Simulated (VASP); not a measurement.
# MoSe2 (P6_3/mmc) in VASP: single point with PBE+D3(BJ)

Aim: the single point of MoSe2 with PBE+D3(BJ).

All numbers are computed with VASP 6.6.1; they aren't measurements. Logs are shortened: lines on timing, memory, paths and dates and some standing lists are left out, and cuts for length are marked.

**1. The cell of the first run**

It takes space group P6_3/mmc (No. 194, hexagonal). The conventional cell has a = 3.277 Å, b = 3.277 Å, c = 12.732 Å, α = 90.00°, β = 90.00°, γ = 120.00°. Mo (site symmetry -6m2) has 6 Se at 2.53 Å and 6 Mo at 3.28 Å within 3.3 Å. Within 3.4 Å of Se (site symmetry 3m) lie 3 Mo at 2.53 Å and 7 Se at 3.28 to 3.35 Å.

**2. Single point, PBE+D3(BJ), non-collinear spin, zero start, spin-orbit coupling**

Contents of INCAR:

```
SYSTEM = MoSe2
PREC     = Accurate       ! precision mode
ENCUT    = 500            ! plane-wave cutoff, eV
EDIFF    = 1E-6           ! SCF threshold, eV
ISMEAR   = 0              ! smearing method
SIGMA    = 0.02           ! smearing width, eV
LREAL    = .FALSE.        ! projectors in reciprocal space
LASPH    = .TRUE.         ! aspherical terms in the spheres
NELM     = 200            ! most SCF steps
ALGO     = Normal         ! electronic algorithm
ISIF     = 2              ! what is computed and relaxed
LWAVE    = .FALSE.        ! write WAVECAR
LCHARG   = .FALSE.        ! write CHGCAR
MAGMOM   = 0 0 0 0 0 0 0 0 0 0 0 0 0 0 0 0 0 0 ! initial moments
LORBIT   = 11             ! projections on sites
LSORBIT  = .TRUE.         ! spin-orbit coupling
GGA_COMPAT= .FALSE.      
LORBMOM  = .TRUE.       
LMAXMIX  = 4              ! l up to which the mixer works
GGA      = PE             ! functional
IVDW     = 12             ! dispersion correction
NBANDS   = 68             ! bands
```

Contents of KPOINTS:

```
regular mesh
0
G
  9 9 2
  0 0 0
```

Contents of POSCAR:

```
MoSe2
1.0
    3.2771618042      0.0000000000      0.0000000000
   -1.6385809021      2.8381053747      0.0000000000
    0.0000000000      0.0000000000     12.7317321036
Mo Se
2 4
Direct
    0.3333333333      0.6666666667      0.2500000000
    0.6666666667      0.3333333333      0.7500000000
    0.3333333333      0.6666666667      0.6185161655
    0.6666666667      0.3333333333      0.1185161655
    0.3333333333      0.6666666667      0.8814838345
    0.6666666667      0.3333333333      0.3814838345
```

Potentials or basis: VASP PAW PBE potentials, release 64 (Mo_sv, Se).

Run with:

```console
> cat potpaw_PBE.64/Mo_sv/POTCAR potpaw_PBE.64/Se/POTCAR > POTCAR
> mpirun -np 1 vasp_ncl > vasp.out
```

OUTCAR:

```text
SYSTEM = MoSe2
   PREC = Accurate
   ENCUT = 500
   EDIFF = 1E-6
   ISMEAR = 0
   LREAL = .FALSE.
   LASPH = .TRUE.
   NELM = 200
   ISIF = 2
   LORBIT = 11
   LSORBIT = .TRUE.
   GGA = PE
   IVDW = 12
 IVDW          = 12

 ion  position               nearest neighbor table
   1  0.333  0.667  0.250-   4 2.53   6 2.53   4 2.53   6 2.53   4 2.53   6 2.53
   2  0.667  0.333  0.750-   3 2.53   5 2.53   3 2.53   5 2.53   3 2.53   5 2.53
   3  0.333  0.667  0.619-   2 2.53   2 2.53   2 2.53
   4  0.667  0.333  0.119-   1 2.53   1 2.53   1 2.53
   5  0.333  0.667  0.881-   2 2.53   2 2.53   2 2.53
   6  0.667  0.333  0.381-   1 2.53   1 2.53   1 2.53

  LATTYP: Found a hexagonal cell.
 ALAT       =     3.2771618042
 C/A-ratio  =     3.8849873349

  Lattice vectors:

 A1 = (   3.2771618042,   0.0000000000,   0.0000000000)
 A2 = (  -1.6385809021,   2.8381053747,   0.0000000000)
 A3 = (   0.0000000000,   0.0000000000,  12.7317321036)

Analysis of symmetry for initial positions (statically):
=====================================================================
 Subroutine PRICEL returns:
 Original cell was already a primitive cell.

 Routine SETGRP: Setting up the symmetry group for a
 hexagonal supercell.

 Subroutine GETGRP returns: Found 24 space group operations
 (whereof 12 operations were pure point group operations)
 out of a pool of 24 trial point group operations.

The static configuration has the point symmetry D_3d.
 The point group associated with its full space group is D_6h.

Analysis of symmetry for dynamics (positions and initial velocities):
=====================================================================
 Subroutine PRICEL returns:
 Original cell was already a primitive cell.

 Routine SETGRP: Setting up the symmetry group for a
 hexagonal supercell.

 Subroutine GETGRP returns: Found 24 space group operations
 (whereof 12 operations were pure point group operations)
 out of a pool of 24 trial point group operations.

The dynamic configuration has the point symmetry D_3d.
 The point group associated with its full space group is D_6h.

Analysis of structural, dynamic, and magnetic symmetry:
=====================================================================
 Subroutine PRICEL returns:
 Original cell was already a primitive cell.

 Routine SETGRP: Setting up the symmetry group for a
 hexagonal supercell.

 Subroutine GETGRP returns: Found 24 space group operations
 (whereof 12 operations were pure point group operations)
 out of a pool of 24 trial point group operations.

The overall configuration has the point symmetry D_3d.
 The point group associated with its full space group is D_6h.

 Subroutine INISYM returns: Found 24 space group operations
 (whereof 12 operations are pure point group operations),
 and found     1 'primitive' translations

----------------------------------------------------------------------------------------

                                     Primitive cell

  volume of cell :     118.4170

  direct lattice vectors                    reciprocal lattice vectors
     3.277161804  0.000000000  0.000000000     0.305142089  0.176173867  0.000000000
    -1.638580902  2.838105375  0.000000000     0.000000000  0.352347735  0.000000000
     0.000000000  0.000000000 12.731732104     0.000000000  0.000000000  0.078543908

  length of vectors
     3.277161804  3.277161804 12.731732104     0.352347735  0.352347735  0.078543908

  position of ions in fractional coordinates (direct lattice)
     0.333333333  0.666666667  0.250000000
     0.666666667  0.333333333  0.750000000
     0.333333333  0.666666667  0.618516165
     0.666666667  0.333333333  0.118516165
     0.333333333  0.666666667  0.881483835
     0.666666667  0.333333333  0.381483835

  ion indices of the primitive-cell ions
   primitive index   ion index
                 1           1
                 2           2
                 3           3
                 4           4
                 5           5
                 6           6

----------------------------------------------------------------------------------------

 KPOINTS: regular mesh

Automatic generation of k-mesh.
 Grid dimensions read from file:
 generate k-points for:    9    9    2

 Generating k-lattice:

  Cartesian coordinates                     Fractional coordinates (reciprocal lattice)
     0.033904677  0.019574874  0.000000000     0.111111111 -0.000000000  0.000000000
     0.000000000  0.039149748  0.000000000     0.000000000  0.111111111  0.000000000
     0.000000000  0.000000000  0.039271954     0.000000000  0.000000000  0.500000000

  Length of vectors
     0.039149748  0.039149748  0.039271954

  Shift w.r.t. Gamma in fractional coordinates (k-lattice)
     0.000000000  0.000000000  0.000000000
[... 98 lines left out ...]
  ext. energy  EPLUGINS =         0.00000000
  ---------------------------------------------------
  free energy    TOTEN  =       -40.08845724 eV

  energy without entropy =      -40.08845724  energy(sigma->0) =      -40.08845724

 E-fermi :   6.9520     XC(G=0): -10.8309

 val. band max:        6.7420574138   @ k =   0.0000   0.0000   0.0000
 cond. band min:       7.5800503780   @ k =   0.2222   0.1111   0.0000
 fundamental gap:      0.8379929642
 Fermi energy:         6.9519515961

 k-point     1 :       0.0000    0.0000    0.0000
  band No.  band energies     occupation
      1     -54.4716      1.00000
      2     -54.4716      1.00000
      3     -54.4716      1.00000
      4     -54.4716      1.00000
      5     -30.1489      1.00000
      6     -30.1489      1.00000
[... 1597 lines left out ...]
     63       9.5061      0.00000
     64       9.5061      0.00000
 [bands above 64 left out]

------------------------ aborting loop because EDIFF is reached ----------------------------------------

 Edisp (eV)   -2.87487

 E8    (eV) :    -1.2403

  FORCE on cell =-STRESS in cart. coord.  units (eV):
  Direction    XX          YY          ZZ          XY          YZ          ZX
  --------------------------------------------------------------------------------------
  -------------------------------------------------------------------------------------
  Total       0.19591     0.19591     0.28447     0.00000    -0.00000     0.00000
  in kB       2.65068     2.65068     3.84885     0.00000    -0.00000     0.00000
  external pressure =        3.05 kB  Pullay stress =        0.00 kB

 VOLUME and BASIS-vectors are now :
 -----------------------------------------------------------------------------
  energy-cutoff  :      500.00
  volume of cell :      118.42
      direct lattice vectors                 reciprocal lattice vectors
     3.277161804  0.000000000  0.000000000     0.305142089  0.176173867  0.000000000
    -1.638580902  2.838105375  0.000000000     0.000000000  0.352347735  0.000000000
     0.000000000  0.000000000 12.731732104     0.000000000  0.000000000  0.078543908

 POSITION                                       TOTAL-FORCE (eV/Angst)
 -----------------------------------------------------------------------------------
     -0.00000      1.89207      3.18293        -0.000000     -0.000000      0.000000
      1.63858      0.94604      9.54880         0.000000      0.000000      0.000000
     -0.00000      1.89207      7.87478        -0.000000     -0.000000     -0.044055
      1.63858      0.94604      1.50892        -0.000000     -0.000000     -0.044055
     -0.00000      1.89207     11.22282         0.000000      0.000000      0.044055
      1.63858      0.94604      4.85695        -0.000000     -0.000000      0.044055
 -----------------------------------------------------------------------------------
    total drift:                               -0.000000      0.000000     -0.000000

  FREE ENERGIE OF THE ION-ELECTRON SYSTEM (eV)
  ---------------------------------------------------
  free  energy   TOTEN  =       -42.9633319473 eV

  energy  without entropy=      -42.9633319473  energy(sigma->0) =      -42.96333195

 orbital moment (x)

 # of ion     p       d       tot
 ----------------------------------------
  1        -0.000  -0.000  -0.000
  2        -0.000  -0.000  -0.000
  3        -0.000  -0.000  -0.000
  4         0.000   0.000   0.000
  5        -0.000   0.000   0.000
  6        -0.000  -0.000  -0.000
 ----------------------------------------
           -0.000  -0.000  -0.000

 orbital moment (y)

 # of ion     p       d       tot
 ----------------------------------------
  1        -0.000  -0.000  -0.000
  2         0.000   0.000   0.000
  3         0.000  -0.000   0.000
  4        -0.000   0.000  -0.000
  5        -0.000  -0.000  -0.000
  6         0.000   0.000   0.000
 ----------------------------------------
           -0.000  -0.000  -0.000

 orbital moment (z)

 # of ion     p       d       tot
 ----------------------------------------
  1         0.000  -0.000  -0.000
  2         0.000   0.000   0.000
  3         0.000  -0.000  -0.000
  4         0.000  -0.000  -0.000
  5         0.000  -0.000   0.000
  6         0.000  -0.000  -0.000
 ----------------------------------------
            0.000  -0.000  -0.000

 Spin-Orbit-Coupling matrix elements

 Ion:    1  E_soc:     -0.1974953
 l=   1
     0.0000000    -0.0298670    -0.0298523
    -0.0298670     0.0000000    -0.0298670
    -0.0298523    -0.0298670     0.0000000
 l=   2
     0.0000000    -0.0005420     0.0000000    -0.0005420    -0.0028515
    -0.0005420     0.0000000    -0.0018291    -0.0004834    -0.0005420
     0.0000000    -0.0018291     0.0000000    -0.0018291     0.0000000
    -0.0005420    -0.0004834    -0.0018291     0.0000000    -0.0005420
    -0.0028515    -0.0005420     0.0000000    -0.0005420     0.0000000
 l=   3
     0.0000000     0.0000000     0.0000000     0.0000000     0.0000000     0.0000000     0.0000000
     0.0000000     0.0000000     0.0000000     0.0000000     0.0000000     0.0000000     0.0000000
     0.0000000     0.0000000     0.0000000     0.0000000     0.0000000     0.0000000     0.0000000
     0.0000000     0.0000000     0.0000000     0.0000000     0.0000000     0.0000000     0.0000000
[... 89 lines left out ...]
 l=   2
     0.0000000     0.0000007     0.0000000     0.0000007    -0.0000055
     0.0000007     0.0000000    -0.0000004     0.0000068     0.0000007
     0.0000000    -0.0000004     0.0000000    -0.0000004     0.0000000
     0.0000007     0.0000068    -0.0000004     0.0000000     0.0000007
    -0.0000055     0.0000007     0.0000000     0.0000007     0.0000000
 l=   3
     0.0000000     0.0000000     0.0000000     0.0000000     0.0000000     0.0000000     0.0000000
     0.0000000     0.0000000     0.0000000     0.0000000     0.0000000     0.0000000     0.0000000
     0.0000000     0.0000000     0.0000000     0.0000000     0.0000000     0.0000000     0.0000000
     0.0000000     0.0000000     0.0000000     0.0000000     0.0000000     0.0000000     0.0000000
     0.0000000     0.0000000     0.0000000     0.0000000     0.0000000     0.0000000     0.0000000
     0.0000000     0.0000000     0.0000000     0.0000000     0.0000000     0.0000000     0.0000000
     0.0000000     0.0000000     0.0000000     0.0000000     0.0000000     0.0000000     0.0000000

 total charge

# of ion       s       p       d       tot
------------------------------------------
    1        2.274   6.189   3.959  12.422
    2        2.274   6.189   3.959  12.422
    3        1.481   2.330   0.066   3.877
    4        1.481   2.330   0.066   3.877
    5        1.481   2.330   0.066   3.877
    6        1.481   2.330   0.066   3.877
--------------------------------------------------
tot         10.471  21.699   8.181  40.352

 magnetization (x)

# of ion       s       p       d       tot
------------------------------------------
    1       -0.000   0.000  -0.000  -0.000
    2        0.000   0.000  -0.000  -0.000
    3       -0.000  -0.000   0.000  -0.000
    4        0.000   0.000  -0.000   0.000
    5        0.000  -0.000  -0.000  -0.000
    6       -0.000   0.000   0.000   0.000
--------------------------------------------------
tot         -0.000   0.000  -0.000   0.000

 magnetization (y)

# of ion       s       p       d       tot
------------------------------------------
    1        0.000  -0.000  -0.000  -0.000
    2        0.000  -0.000   0.000   0.000
    3        0.000  -0.000   0.000  -0.000
    4       -0.000  -0.000   0.000  -0.000
    5       -0.000   0.000   0.000  -0.000
    6        0.000   0.000   0.000   0.000
--------------------------------------------------
tot          0.000  -0.000   0.000  -0.000

 magnetization (z)

# of ion       s       p       d       tot
------------------------------------------
    1        0.000   0.000   0.000   0.000
    2        0.000   0.000   0.000   0.000
    3        0.000   0.000   0.000   0.000
    4        0.000   0.000   0.000   0.000
    5        0.000   0.000   0.000   0.000
    6        0.000   0.000   0.000   0.000
--------------------------------------------------
tot          0.000   0.000   0.000   0.000
```

Run time: 7.2 min. Hardware: 1 thread of Oxide Virtual Turin-like, shared host; peak memory 0.54 GiB.

What came out:

* Free energy: -42.9633 eV
* Pressure: 0.3 GPa
* Largest force: 0.044 eV/Å
* Net moment: 0.00 μB per cell
* Valence electrons inside the program's atomic spheres: Mo 12.42; Se 3.88
* Dispersion energy per atom: -0.479 eV

Forces on the atoms (eV/Å):
```
Mo   0.000  0.000  0.000
Mo   0.000  0.000  0.000
Se   0.000  0.000 -0.044
Se   0.000  0.000 -0.044
Se   0.000  0.000  0.044
Se   0.000  0.000  0.044
```

Stress tensor (GPa, compression positive):
```
0.27 0.00 0.00
0.00 0.27 0.00
0.00 0.00 0.38
```

Moments on the atoms (μB; x, y, z):
```
Mo  0.00 0.00 0.00
Mo  0.00 0.00 0.00
Se  0.00 0.00 0.00
Se  0.00 0.00 0.00
Se  0.00 0.00 0.00
Se  0.00 0.00 0.00
```
